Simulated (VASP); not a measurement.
Input of a VASP 6.6.1 run:

Contents of INCAR:

```
SYSTEM = Pd
ALGO = Normal
EDIFF = 1E-7
ENCUT = 520
GGA = PE
ISIF = 2
ISMEAR = 1
LASPH = .TRUE.
LCHARG = .FALSE.
LREAL = .FALSE.
LWAVE = .FALSE.
NBANDS = 11
NELM = 60
PREC = Accurate
SIGMA = 0.1
```

File KPOINTS:

```
k-points
0
G
  14 14 14
  0 0 0
```

POSCAR

```
Pd
1.0
    0.0000000000      1.9734737307      1.9734737307
    1.9734737307      0.0000000000      1.9734737307
    1.9734737307      1.9734737307      0.0000000000
Pd
1
Direct
    0.0000000000      0.0000000000      0.0000000000
```

Potentials or basis: VASP PAW PBE potentials, release 64 (Pd).

Command:

```sh
$ cat potpaw_PBE.64/Pd/POTCAR > POTCAR
$ mpirun -np 1 vasp_std > vasp.out
```

What does it give for the pressure?

-0.7 GPa.

Predict the band gap on the k mesh.

zero (band 5 reaches 9.37 eV, above the bottom of band 6 at 7.89 eV).
